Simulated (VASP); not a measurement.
# GaP (P6/mmm) in VASP: further runs

GaP is run at these levels: PBE; tasks: single point, relaxation of cell and atoms.

All numbers are computed with VASP 6.6.1; they aren't measurements. Logs are shortened: lines on timing, memory, paths and dates and some standing lists are left out, and cuts for length are marked.

### Step 1. The cell of the first run

It takes space group P6/mmm (No. 191, hexagonal). Conventional cell: a = 3.489 Å, b = 3.489 Å, c = 7.403 Å, α = 90.00°, β = 90.00°, γ = 120.00°. Within 2.7 Å of Ga (site symmetry -6m2) lie 3 Ga at 2.01 Å and 6 P at 2.47 Å. Within 3.3 Å of P (site symmetry 6mm) lie 6 Ga at 2.47 Å and 1 P at 2.85 Å.

The cell was generated, and may not be a known phase.

### Step 2. Single point, PBE

INCAR reads:

```
SYSTEM = GaP
ALGO = Normal ; EDIFF = 1E-7
ENCUT = 520 ; GGA = PE
ISIF = 2 ; ISMEAR = 0
LASPH = .TRUE. ; LCHARG = .TRUE.
LELF = .TRUE. ; LREAL = .FALSE.
LVHAR = .TRUE. ; LWAVE = .FALSE.
NBANDS = 26 ; NELM = 60
PREC = Accurate ; SIGMA = 0.1
```

KPOINTS reads:

```
k-points
0
G
  6 6 4
  0 0 0
```

POSCAR reads:

```
GaP
1.0
    3.4888545400      0.0000000000      0.0000000000
   -1.7444272700      3.0214366600      0.0000000000
    0.0000000000      0.0000000000      7.4032798500
Ga P
2 2
Direct
    0.3333333300      0.6666666700      0.5000000000
    0.6666666700      0.3333333300      0.5000000000
    0.0000000000      0.0000000000      0.3076904100
    0.0000000000      0.0000000000      0.6923095900
```

Potentials or basis: VASP PAW PBE potentials, release 64 (Ga_d, P).

Run with:

```sh
cat potpaw_PBE.64/Ga_d/POTCAR potpaw_PBE.64/P/POTCAR > POTCAR
mpirun -np 1 vasp_std > vasp.out
```

OUTCAR:

```text
SYSTEM = GaP
   EDIFF = 1E-7
   ENCUT = 520
   GGA = PE
   ISIF = 2
   ISMEAR = 0
   LASPH = .TRUE.
   LREAL = .FALSE.
   NELM = 60
   PREC = Accurate

 ion  position               nearest neighbor table
   1  0.333  0.667  0.500-   2 2.01   2 2.01   2 2.01   4 2.47   3 2.47   4 2.47   3 2.47   4 2.47
                             3 2.47
   2  0.667  0.333  0.500-   1 2.01   1 2.01   1 2.01   4 2.47   3 2.47   3 2.47   4 2.47   3 2.47
                             4 2.47
   3  0.000  0.000  0.308-   1 2.47   2 2.47   1 2.47   2 2.47   2 2.47   1 2.47   4 2.85
   4  0.000  0.000  0.692-   1 2.47   2 2.47   1 2.47   2 2.47   2 2.47   1 2.47   3 2.85

  LATTYP: Found a hexagonal cell.
 ALAT       =     3.4888545400
 C/A-ratio  =     2.1219800840

  Lattice vectors:

 A1 = (   3.4888545400,   0.0000000000,   0.0000000000)
 A2 = (  -1.7444272700,   3.0214366600,   0.0000000000)
 A3 = (   0.0000000000,   0.0000000000,   7.4032798500)

Analysis of symmetry for initial positions (statically):
=====================================================================
 Subroutine PRICEL returns:
 Original cell was already a primitive cell.

 Routine SETGRP: Setting up the symmetry group for a
 hexagonal supercell.

 Subroutine GETGRP returns: Found 24 space group operations
 (whereof 24 operations were pure point group operations)
 out of a pool of 24 trial point group operations.

The static configuration has the point symmetry D_6h.

Analysis of symmetry for dynamics (positions and initial velocities):
=====================================================================
 Subroutine PRICEL returns:
 Original cell was already a primitive cell.

 Routine SETGRP: Setting up the symmetry group for a
 hexagonal supercell.

 Subroutine GETGRP returns: Found 24 space group operations
 (whereof 24 operations were pure point group operations)
 out of a pool of 24 trial point group operations.

The dynamic configuration has the point symmetry D_6h.

 Subroutine INISYM returns: Found 24 space group operations
 (whereof 24 operations are pure point group operations),
 and found     1 'primitive' translations

----------------------------------------------------------------------------------------

                                     Primitive cell

  volume of cell :      78.0406

  direct lattice vectors                    reciprocal lattice vectors
     3.488854540  0.000000000  0.000000000     0.286627026  0.165484191  0.000000000
    -1.744427270  3.021436660  0.000000000     0.000000000  0.330968381  0.000000000
     0.000000000  0.000000000  7.403279850     0.000000000  0.000000000  0.135075267

  length of vectors
     3.488854540  3.488854538  7.403279850     0.330968381  0.330968381  0.135075267

  position of ions in fractional coordinates (direct lattice)
     0.333333330  0.666666670  0.500000000
     0.666666670  0.333333330  0.500000000
     0.000000000  0.000000000  0.307690410
     0.000000000  0.000000000  0.692309590

  ion indices of the primitive-cell ions
   primitive index   ion index
                 1           1
                 2           2
                 3           3
                 4           4

----------------------------------------------------------------------------------------

 KPOINTS: k-points

Automatic generation of k-mesh.
 Grid dimensions read from file:
 generate k-points for:    6    6    4

 Generating k-lattice:

  Cartesian coordinates                     Fractional coordinates (reciprocal lattice)
     0.047771171  0.027580698  0.000000000     0.166666667  0.000000000  0.000000000
     0.000000000  0.055161397  0.000000000     0.000000000  0.166666667  0.000000000
     0.000000000  0.000000000  0.033768817     0.000000000  0.000000000  0.250000000

  Length of vectors
     0.055161397  0.055161397  0.033768817

  Shift w.r.t. Gamma in fractional coordinates (k-lattice)
     0.000000000  0.000000000  0.000000000

 Subroutine IBZKPT returns following result:
 ===========================================

 Found     21 irreducible k-points:

 Following reciprocal coordinates:
            Coordinates               Weight
  0.000000  0.000000  0.000000      1.000000
  0.166667  0.000000  0.000000      6.000000
  0.333333  0.000000  0.000000      6.000000
  0.500000  0.000000  0.000000      3.000000
  0.166667  0.166667  0.000000      6.000000
  0.333333  0.166667  0.000000     12.000000
[... 13 lines left out ...]
  0.333333  0.166667  0.500000     12.000000
  0.333333  0.333333  0.500000      2.000000
   k-points           NKPTS =     21   k-points in BZ     NKDIM =     21   number of bands    NBANDS=     26
   number of dos      NEDOS =    301   number of ions     NIONS =      4
   total plane-waves  NPLWV =  43904
   dimension x,y,z NGX =    28 NGY =   28 NGZ =   56
   dimension x,y,z NGXF=    56 NGYF=   56 NGZF=  112
   ions per type =               2   2
   NGX,Y,Z   is equivalent  to a cutoff of  13.34, 13.34, 12.58 a.u.
   NGXF,Y,Z  is equivalent  to a cutoff of  26.68, 26.68, 25.15 a.u.
 SYSTEM =  GaP
   PREC   = accura    normal or accurate (medium, high low for compatibility)
   ISTART =      0    job   : 0-new  1-cont  2-samecut
   ICHARG =      2    charge: 1-file 2-atom 10-const
   ISPIN  =      1    spin polarized calculation?
   LNONCOLLINEAR =      F non collinear calculations
   LSORBIT =      F    spin-orbit coupling
   LASPH  =      T    aspherical Exc in radial PAW
   ENCUT  =  520.0 eV  38.22 Ry    6.18 a.u.   6.49  6.49 13.77*2*pi/ulx,y,z
   NELM   =     60;   NELMIN=  2; NELMDL= -5     # of ELM steps
   EDIFF  = 0.1E-06   stopping-criterion for ELM
   LREAL  =      F    real-space projection
   EDIFFG = 0.1E-05   stopping-criterion for IOM
   NSW    =      0    number of steps for IOM
   IBRION =     -1    ionic relax: 0-MD 1-quasi-New 2-CG
   NFREE  =      0    steps in history (QN), initial steepest desc. (CG)
   ISIF   =      2    stress and relaxation
   ISYM   =      2    0-nonsym 1-usesym 2-fastsym
   POTIM  = 0.5000    time-step for ionic-motion
   TEBEG  =    0.0;   TEEND  =   0.0 temperature during run
   PSTRESS=    0.0 pullay stress
   NELECT =      36.0000    total number of electrons
   NUPDOWN=      -1.0000    fix difference up-down
   EMIN   =  10.00;   EMAX   =-10.00  energy-range for DOS
   EFERMI =   0.00;   METHOD = LEGACY
   ISMEAR =     0;   SIGMA  =   0.10  broadening in eV -4-tet -1-fermi 0-gaus
   EFERMI_NEDOS =   21; number of points for ismear=-14 and -15
   IALGO  =     38    algorithm
   IMIX   =      4    mixing-type and parameters
     AMIX     =   0.40;   BMIX     =  1.00
     AMIX_MAG =   1.60;   BMIX_MAG =  1.00
  volume/ion in A,a.u.               =      19.51       131.66
  Fermi-wavevector in a.u.,A,eV,Ry     =   1.264937  2.390384 21.770207  1.600065
  Thomas-Fermi vector in A             =   2.398216
   LORBIT       =      0    0 simple, 1 ext, 2 COOP (PROOUT), +10 PAW based schemes
   GGA     = PE    functional components
   LHFCALC =     F    Hartree Fock is set to
   AEXX    =    0.0000 exact exchange contribution
   IVDW    =     0    specifies the selected vdW correction
   LEPSILON=     F    determine dielectric tensor
   LRPA    =     F    only Hartree local field effects (RPA)
 non-spin polarized calculation
 Gauss-broadening in eV      SIGMA  =   0.10
  energy-cutoff  :      520.00
  volume of cell :       78.04
 maximum number of plane-waves:      2164
 NGX is ok and might be reduce to    28
   NGX = 13   NGY = 13   NGZ = 27

 number of electron      35.9999992 magnetization

 Free energy of the ion-electron system (eV)
  ---------------------------------------------------
  ext. energy  EPLUGINS =         0.00000000
  ---------------------------------------------------
  free energy    TOTEN  =        -7.43291315 eV

  energy without entropy =       -7.41820789  energy(sigma->0) =       -7.42556052

 E-fermi :   5.4401     XC(G=0):  -9.3636

 val. band max:        5.4349341970   @ k =   0.1667   0.0000   0.5000
 cond. band min:       5.4429003140   @ k =   0.1667   0.0000   0.2500
 fundamental gap:      0.0079661170
 Fermi energy:         5.4400749898

 k-point     1 :       0.0000    0.0000    0.0000
  band No.  band energies     occupation
      1     -12.7490      2.00000
      2     -11.8695      2.00000
      3     -11.8695      2.00000
      4     -11.6774      2.00000
      5     -11.6774      2.00000
      6     -11.5494      2.00000
[... 18 lines left out ...]
     25      12.8867      0.00000
     26      12.9849      0.00000

 k-point     2 :       0.1667    0.0000    0.0000
  band No.  band energies     occupation
      1     -12.4996      2.00000
      2     -12.1608      2.00000
      3     -12.1241      2.00000
      4     -11.7283      2.00000
      5     -11.6780      2.00000
      6     -11.3284      2.00000
[... 18 lines left out ...]
     25      12.4079      0.00000
     26      12.5017      0.00000

 k-point     3 :       0.3333    0.0000    0.0000
  band No.  band energies     occupation
      1     -12.5317      2.00000
      2     -12.3539      2.00000
      3     -12.0769      2.00000
      4     -11.8182      2.00000
      5     -11.7227      2.00000
      6     -11.0264      2.00000
[... 18 lines left out ...]
     25      13.0081      0.00000
     26      13.3288      0.00000

 k-point     4 :       0.5000    0.0000    0.0000
  band No.  band energies     occupation
      1     -12.6755      2.00000
      2     -12.4336      2.00000
      3     -11.9324      2.00000
      4     -11.8588      2.00000
      5     -11.7661      2.00000
      6     -11.0333      2.00000
[... 18 lines left out ...]
     25      13.5917      0.00000
     26      13.9560      0.00000
[... 409 lines left out ...]
      1     -12.5407      2.00000
      2     -12.1909      2.00000
      3     -12.1819      2.00000
      4     -11.8567      2.00000
      5     -11.6265      2.00000
      6     -11.1104      2.00000
[... 18 lines left out ...]
     25      12.4194      0.00000
     26      13.6866      0.00000

 k-point    20 :       0.3333    0.1667    0.5000
  band No.  band energies     occupation
      1     -12.8117      2.00000
      2     -12.2391      2.00000
      3     -11.9963      2.00000
      4     -11.9861      2.00000
      5     -11.5691      2.00000
      6     -11.1238      2.00000
[... 18 lines left out ...]
     25      13.6420      0.00000
     26      14.2782      0.00000

 k-point    21 :       0.3333    0.3333    0.5000
  band No.  band energies     occupation
      1     -12.9519      2.00000
      2     -12.0762      2.00000
      3     -12.0762      2.00000
      4     -12.0732      2.00000
      5     -11.3334      2.00000
      6     -11.3334      2.00000
[... 18 lines left out ...]
     25      11.3576      0.00000
     26      13.3690      0.00000

------------------------ aborting loop because EDIFF is reached ----------------------------------------

  FORCE on cell =-STRESS in cart. coord.  units (eV):
  Direction    XX          YY          ZZ          XY          YZ          ZX
  --------------------------------------------------------------------------------------
  -------------------------------------------------------------------------------------
  Total       33.1393038     33.1393037      9.6680640      0.0000000      0.0000000      0.0000000
  in kB      680.3516441    680.3516433    198.4858609      0.0000000      0.0000000      0.0000000
  external PRESSURE =     519.7297161 kB  Pullay stress =       0.0000000 kB

 VOLUME and BASIS-vectors are now :
 -----------------------------------------------------------------------------
  energy-cutoff  :      520.00
  volume of cell :       78.04
      direct lattice vectors                 reciprocal lattice vectors
     3.488854540  0.000000000  0.000000000     0.286627026  0.165484191  0.000000000
    -1.744427270  3.021436660  0.000000000     0.000000000  0.330968381  0.000000000
     0.000000000  0.000000000  7.403279850     0.000000000  0.000000000  0.135075267

 POSITION                                       TOTAL-FORCE (eV/Angst)
 -----------------------------------------------------------------------------------
     -0.00000      2.01429      3.70164         0.000000     -0.000000     -0.000000
      1.74443      1.00715      3.70164         0.000000      0.000000     -0.000000
      0.00000      0.00000      2.27792        -0.000000      0.000000     -3.507380
      0.00000      0.00000      5.12536        -0.000000      0.000000      3.507380
 -----------------------------------------------------------------------------------
    total drift:                                0.000000      0.000000      0.000000

  FREE ENERGIE OF THE ION-ELECTRON SYSTEM (eV)
  ---------------------------------------------------
  free  energy   TOTEN  =        -7.4329131518 eV

  energy  without entropy=       -7.4182078917  energy(sigma->0) =       -7.42556052
```

Wall time 29 s (1 thread of Intel Xeon 6975P-C (Granite Rapids), shared host); peak memory 0.2 GiB.

What came out:

- Free energy: -7.4329 eV
- Pressure: 52.0 GPa
- Largest force: 3.507 eV/Å
- Band gap on the k mesh: zero (bands 18 and 19 overlap by 1.25 eV)

Forces on the atoms (eV/Å):
```
Ga   0.000  0.000  0.000
Ga   0.000  0.000  0.000
P    0.000  0.000 -3.507
P    0.000  0.000  3.507
```

Levels at points of the mesh, in eV from the Fermi level:
| k point | band 14 | band 15 | band 16 | band 17 | band 18 | band 19 | band 20 | band 21 | band 22 | band 23 |
| --- | --- | --- | --- | --- | --- | --- | --- | --- | --- | --- |
| (0.00, 0.00, 0.00) | -1.78 | -1.78 | -1.68 | -0.26 | -0.26 | -0.17 | 0.35 | 0.35 | 3.97 | 4.89 |
| (0.50, 0.00, 0.00) | -6.15 | -5.76 | -4.91 | -1.61 | -0.75 | 0.24 | 0.30 | 2.30 | 4.06 | 5.90 |
| (0.00, 0.00, 0.50) | -2.38 | -1.77 | -1.77 | -0.26 | -0.26 | -0.06 | 0.34 | 0.34 | 4.49 | 5.72 |
| (0.50, 0.00, 0.50) | -6.18 | -5.76 | -4.76 | -1.55 | -0.77 | -0.17 | 0.54 | 2.22 | 4.15 | 4.51 |

Caveat: the stress differs along the axes, from 20 to 68 GPa; this functional lacks dispersion, which binds layers or chains, so the pressure and a relaxed spacing across them are unreliable; forces of over 1 eV/Å act on the atoms, so gaps and moduli don't describe the material at rest.

### Step 3. Single point, PBE

This run uses another cell than the first one, of 24.78 Å³/atom.

INCAR reads:

```
SYSTEM = GaP
PREC     = Accurate       ! precision mode
ENCUT    = 520            ! plane-wave cutoff, eV
EDIFF    = 1E-6           ! SCF threshold, eV
ISMEAR   = 0              ! smearing method
SIGMA    = 0.1            ! smearing width, eV
LREAL    = .FALSE.        ! projectors in reciprocal space
LASPH    = .TRUE.         ! aspherical terms in the spheres
NELM     = 60             ! most SCF steps
ALGO     = Normal         ! electronic algorithm
ISIF     = 2              ! what is computed and relaxed
LWAVE    = .FALSE.        ! write WAVECAR
LCHARG   = .FALSE.        ! write CHGCAR
GGA      = PE             ! functional
NBANDS   = 26             ! bands
```

KPOINTS reads:

```
Automatic mesh
0
G
  6 6 4
  0 0 0
```

POSCAR reads:

```
GaP
1.0
    4.4549913337      0.0000000000      0.0000000000
   -2.2274956668      3.8581356686      0.0000000000
    0.0000000000      0.0000000000      5.7657968659
Ga P
2 2
Direct
    0.3333333333      0.6666666667      0.5000000000
    0.6666666667      0.3333333333      0.5000000000
    0.0000000000      0.0000000000      0.3026802344
    0.0000000000      0.0000000000      0.6973197656
```

Potentials or basis: VASP PAW PBE potentials, release 64 (Ga_d, P).

Run with:

```sh
cat potpaw_PBE.64/Ga_d/POTCAR potpaw_PBE.64/P/POTCAR > POTCAR
mpirun -np 1 vasp_std > vasp.out
```

Run time: 26 s. Hardware: 1 thread of Intel Xeon 6975P-C (Granite Rapids), shared host; peak memory 0.25 GiB.

Results (log left out):

```
Free energy            : -14.8970 eV
Pressure               : -0.1 GPa
Largest force          : 0.081 eV/Å
Band gap on the k mesh : zero (bands 18 and 19 overlap by 1.27 eV)
```

Forces in eV/Å, atoms in the order of the input:
```
Ga   0.000  0.000  0.000
Ga   0.000  0.000  0.000
P    0.000  0.000  0.081
P    0.000  0.000 -0.081
```

Stress tensor (GPa, compression positive):
```
 0.01  0.00  0.00
 0.00  0.01  0.00
 0.00  0.00 -0.25
```

Levels at points of the mesh, in eV from the Fermi level:
```
           k point  band 16  band 17  band 18  band 19  band 20  band 21
(0.00, 0.00, 0.00)    -3.16    -0.59    -0.59     0.28     0.50     0.50
(0.50, 0.00, 0.00)    -3.37    -2.39     0.12     1.82     2.65     3.93
(0.00, 0.00, 0.50)    -2.15    -0.56    -0.56     0.17     0.17     0.32
(0.50, 0.00, 0.50)    -2.82    -1.94    -0.26     1.92     2.47     2.56
```

Caveat: this functional lacks dispersion, which binds layers or chains, so the pressure and a relaxed spacing across them are unreliable.

### Step 4. Relaxation of cell and atoms, PBE

INCAR reads:

```
SYSTEM = GaP
  PREC = Accurate
  ENCUT = 600
  EDIFF = 1E-6
  ISMEAR = 0
  SIGMA = 0.1
  LREAL = .False.
  LASPH = .True.
  NELM = 100
  ALGO = Normal
  ISIF = 3
  LWAVE = .False.
  LCHARG = .False.
  GGA = PE
  IBRION = 2
  NSW = 90
  EDIFFG = -0.04
```

KPOINTS reads:

```
regular mesh
0
Gamma
  6 6 4
  0 0 0
```

POSCAR reads:

```
GaP
1.0
    3.4888545400      0.0000000000      0.0000000000
   -1.7444272700      3.0214366600      0.0000000000
    0.0000000000      0.0000000000      7.4032798500
Ga P
2 2
Direct
    0.3333333300      0.6666666700      0.5000000000
    0.6666666700      0.3333333300      0.5000000000
    0.0000000000      0.0000000000      0.3076904100
    0.0000000000      0.0000000000      0.6923095900
```

Run with:

```sh
cat potpaw_PBE.64/Ga_d/POTCAR potpaw_PBE.64/P/POTCAR > POTCAR
mpirun -np 1 vasp_std > vasp.out
```

Run time: 4 min. Hardware: 1 thread of Intel Xeon 6975P-C (Granite Rapids), shared host; peak memory 0.22 GiB.

Results (log left out):

- Free energy: -14.8769 eV
- Relaxed volume: 26.98 Å³/atom
- Relaxed cell: a = 4.453 Å, b = 4.453 Å, c = 6.284 Å, α = 90.00°, β = 90.00°, γ = 120.00°
- Space group after relaxing (to 0.1 Å): P6/mmm (No. 191)
- Energy gained by relaxing: 1860.9 meV/atom
- Ionic steps: 14
- Pressure after relaxing: -0.2 GPa
- Largest force after relaxing: 0.023 eV/Å
- Band gap on the k mesh: zero (bands 18 and 19 overlap by 1.11 eV)

Forces on the atoms (eV/Å):
```
Ga   0.000  0.000  0.000
Ga   0.000  0.000  0.000
P    0.000  0.000  0.023
P    0.000  0.000 -0.023
```

Stress tensor (GPa, compression positive):
```
-0.11  0.00  0.00
 0.00 -0.11  0.00
 0.00  0.00 -0.23
```

Step by step:
```csv
step,energy change (eV),largest force (eV/Å),pressure (GPa),volume (Å³)
1,0.0000,3.5074,51.98,78.04
2,-3.7219,2.3013,-5.94,170.73
3,-5.2594,1.4666,-0.75,118.48
4,-5.2535,1.6422,-1.75,121.59
5,-5.2593,1.5600,-1.30,120.05
6,-6.0295,2.4849,-1.45,118.45
7,-6.9446,3.0654,2.67,109.78
8,-7.2410,1.8369,-2.51,114.61
9,-7.4020,0.2923,-1.99,112.90
10,-7.4139,0.9332,1.42,105.58
11,-7.4352,0.3791,-0.28,108.67
12,-7.4302,0.2903,0.75,106.11
13,-7.4436,0.0722,0.12,107.53
14,-7.4438,0.0232,-0.15,107.92
```

Final structure:
```yaml
crystal:
  lattice:
    - [4.45308, 0.00000, 0.00000]
    - [-2.22654, 3.85648, 0.00000]
    - [0.00000, 0.00000, 6.28431]
  atoms:
    - { symbol: Ga, position: [0.33333, 0.66667, 0.50000] }
    - { symbol: Ga, position: [0.66667, 0.33333, 0.50000] }
    - { symbol: P, position: [0.00000, 0.00000, 0.31958] }
    - { symbol: P, position: [0.00000, 0.00000, 0.68042] }
```

Levels at points of the mesh, in eV from the Fermi level:
| k point | band 15 | band 16 | band 17 | band 18 | band 19 | band 20 | band 21 | band 22 |
| --- | --- | --- | --- | --- | --- | --- | --- | --- |
| (0.00, 0.00, 0.00) | -3.17 | -3.17 | -0.61 | -0.61 | 0.28 | 0.40 | 0.40 | 1.51 |
| (0.50, 0.00, 0.00) | -4.22 | -3.06 | -2.52 | 0.00 | 1.97 | 2.50 | 4.04 | 4.55 |
| (0.00, 0.00, 0.50) | -3.14 | -2.60 | -0.60 | -0.60 | 0.27 | 0.27 | 0.30 | 1.04 |
| (0.50, 0.00, 0.50) | -4.17 | -2.72 | -2.38 | -0.16 | 2.16 | 2.35 | 2.72 | 4.22 |

Caveat: the volume moved by over 15 % at a fixed basis, so the end points are rough; this functional lacks dispersion, which binds layers or chains, so the pressure and a relaxed spacing across them are unreliable.

(Continued in part 2 of 2.)

The gap in the log of VASP goes by the Fermi energy; the results here count the filled bands.